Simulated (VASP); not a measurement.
The system is Si3Ge.

```
CELL_PARAMETERS angstrom
3.91622 0.00000 0.00000
0.00000 3.91622 0.00000
0.00000 0.00000 5.52137
ATOMIC_POSITIONS crystal
Si 0.50000 0.00000 0.75590
Si 0.50000 0.50000 0.00000
Si 0.00000 0.50000 0.24410
Ge 0.00000 0.00000 0.50000
```

- Program: VASP 6.6.1
- Task: relaxation of cell and atoms
- Functional: r2SCAN
- Potentials or basis: VASP PAW PBE potentials, release 64 (Si, Ge_d)
- Cutoff: 600 eV
- k mesh: 6 × 6 × 4
- Occupations: fermi-dirac, width 0.02 eV
- Spin: no spin polarisation

At the start: pressure -2.0 GPa; volume 21.17 Å³/atom.

Task: How do energy, volume and symmetry change on relaxing?

Result: Over 6 steps the energy falls by 3.1 meV/atom and the volume is 20.70 Å³/atom (-2.2 %); space group P-4m2 (No. 115, to 0.05 Å).

The path:
| step | energy change (eV) | largest force (eV/Å) | pressure (GPa) | volume (Å³) |
| --- | --- | --- | --- | --- |
| 1 | 0.0000 | 0.0710 | -1.96 | 84.68 |
| 2 | -0.0069 | 0.0202 | 1.43 | 81.54 |
| 3 | -0.0122 | 0.0415 | 0.04 | 82.76 |
| 4 | -0.0121 | 0.0420 | -0.02 | 82.80 |
| 5 | -0.0122 | 0.0103 | -0.03 | 82.81 |
| 6 | -0.0123 | 0.0015 | -0.03 | 82.81 |

Final structure:
```cif
data_structure
_symmetry_space_group_name_H-M 'P 1'
_symmetry_Int_Tables_number 1
_cell_length_a 3.8868
_cell_length_b 3.8868
_cell_length_c 5.4815
_cell_angle_alpha 90.000
_cell_angle_beta 90.000
_cell_angle_gamma 90.000
_cell_volume 82.81
loop_
_atom_site_label
_atom_site_type_symbol
_atom_site_fract_x
_atom_site_fract_y
_atom_site_fract_z
_atom_site_occupancy
Si1 Si 0.50000 0.00000 0.75510 1
Si2 Si 0.50000 0.50000 0.00000 1
Si3 Si 0.00000 0.50000 0.24490 1
Ge1 Ge 0.00000 0.00000 0.50000 1
```

Caveat: the PAW data sets were made with another functional, which shifts forces and pressure a little.
